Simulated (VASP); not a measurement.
Runs of VASP 6.6.1 on TiAl. The structure is that of space group P4/mmm (No. 123), or close to it. The cells are those of the table. 

```tsv
cell	further INCAR settings	gap on the mesh (eV)	pressure (GPa)
a = 3.021, b = 3.021, c = 3.721 Å, 2 atoms	ALGO = Fast; EDIFF = 1e-06; NBANDS = 14	none	(a)
a = 2.825, b = 2.825, c = 3.730 Å, 2 atoms	ALGO = Fast; EDIFF = 1e-06; NBANDS = 14	none	7.7
a = 2.891, b = 2.891, c = 3.561 Å, 2 atoms	ALGO = Fast; EDIFF = 1e-06; NBANDS = 14	none	7.5
a = 2.959, b = 2.959, c = 3.400 Å, 2 atoms	ALGO = Fast; EDIFF = 1e-06; NBANDS = 14	none	7.5
a = 2.818, b = 2.818, c = 4.276 Å, 2 atoms	ALGO = Fast; EDIFF = 1e-07; NBANDS = 14	none	-7.6
```

Alike in all rows: task single point; level PBEsol; potentials or basis VASP PAW PBE potentials, release 64 (Ti_sv, Al); no spin polarisation; k mesh 16 × 16 × 16; cutoff (eV) 520; smearing gaussian 0.15 eV.

Problem. Estimate the missing entries.

Solution. (a) -7.7.

Caveats: the PAW data sets were made with another functional, which shifts forces and pressure a little; the cell stands under pressure (at least some runs); the cell stands under tension (at least some runs).

A gap of «none» marks levels without a gap at the run's occupations.
